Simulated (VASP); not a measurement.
Wanted: the native input for a VASP 6.6.1 run.

```yaml
Task: G0W0 quasiparticle levels
Functional: PBE
Potentials_or_basis: VASP PAW PBE potentials, release 64 (Mg_GW, O_GW)
Cutoff: 500 eV
k_mesh: 8 × 8 × 8
Occupations: gaussian, width 0.01 eV
Spin: no spin polarisation
Dipole_correction: no
GW_scheme: G0W0
GW_iterations: 1
Cutoff_of_the_response_function: 80
Frequency_points: 96
Empty_bands: 30
Mended: yes
Further_INCAR_settings: ALGO = EVGW0; EDIFF = 1e-08; NBANDS = 34
```

Crystal: MgO.

```
CELL_PARAMETERS angstrom
0.00000 2.10217 2.10217
2.10217 0.00000 2.10217
2.10217 2.10217 0.00000
ATOMIC_POSITIONS crystal
Mg 0.00000 0.00000 0.00000
O 0.50000 0.50000 0.50000
```

One way to write it, as run:

POSCAR

```
MgO
1.0
    0.0000000000      2.1021680260      2.1021680260
    2.1021680260      0.0000000000      2.1021680260
    2.1021680260      2.1021680260      0.0000000000
Mg O
1 1
Direct
    0.0000000000      0.0000000000      0.0000000000
    0.5000000000      0.5000000000      0.5000000000
```

INCAR.step1

```
PREC = Accurate
ENCUT = 500
EDIFF = 1E-8
ISMEAR = 0
SIGMA = 0.01
LREAL = F
LASPH = T
NELM = 60
ALGO = Normal
LWAVE = T
LCHARG = F
GGA = PE
```

INCAR.step2

```
PREC = Accurate
ENCUT = 500
EDIFF = 1E-8
ISMEAR = 0
SIGMA = 0.01
LREAL = F
LASPH = T
NELM = 1
ALGO = Exact
LWAVE = T
LCHARG = F
GGA = PE
NBANDS = 34
LOPTICS = T
ISTART = 1
```

INCAR.step3

```
PREC = Accurate
ENCUT = 500
EDIFF = 1E-8
ISMEAR = 0
SIGMA = 0.01
LREAL = F
LASPH = T
ALGO = EVGW0
LWAVE = F
LCHARG = F
GGA = PE
NELMGW = 1
NBANDS = 34
ENCUTGW = 80.0
NOMEGA = 96
PRECFOCK = Fast
ISTART = 1
NBANDSGW = 12
OMEGAMAX = 30
```

KPOINTS

```
regular mesh
0
Gamma
  8 8 8
```

Potentials or basis: VASP PAW PBE potentials, release 64 (Mg_GW, O_GW).

Launch:

```console
$ cat potpaw_PBE.64/Mg_GW/POTCAR potpaw_PBE.64/O_GW/POTCAR > POTCAR
$ cp INCAR.step1 INCAR
$ mpirun -np 1 vasp_std > vasp.out
$ cp INCAR.step2 INCAR
$ mpirun -np 1 vasp_std > vasp.out
$ cp INCAR.step3 INCAR
$ mpirun -np 1 vasp_std > vasp.out
```

It gave:

```json
{"Quasiparticle gap": "7.03 eV", "Least direct quasiparticle gap": "7.03 eV", "Band gap of the starting levels on the mesh": "4.78 eV", "Least direct gap of the starting levels on the mesh": "4.78 eV"}
```

Caveat: bands, screening cutoff and mesh are small and nothing is extrapolated, so the quasiparticle values aren't converged.

Wall time 2.8 min on 1 thread of Intel(R) Xeon(R) 6975P-C (Granite Rapids), on a shared host, peak memory 0.41 GiB.
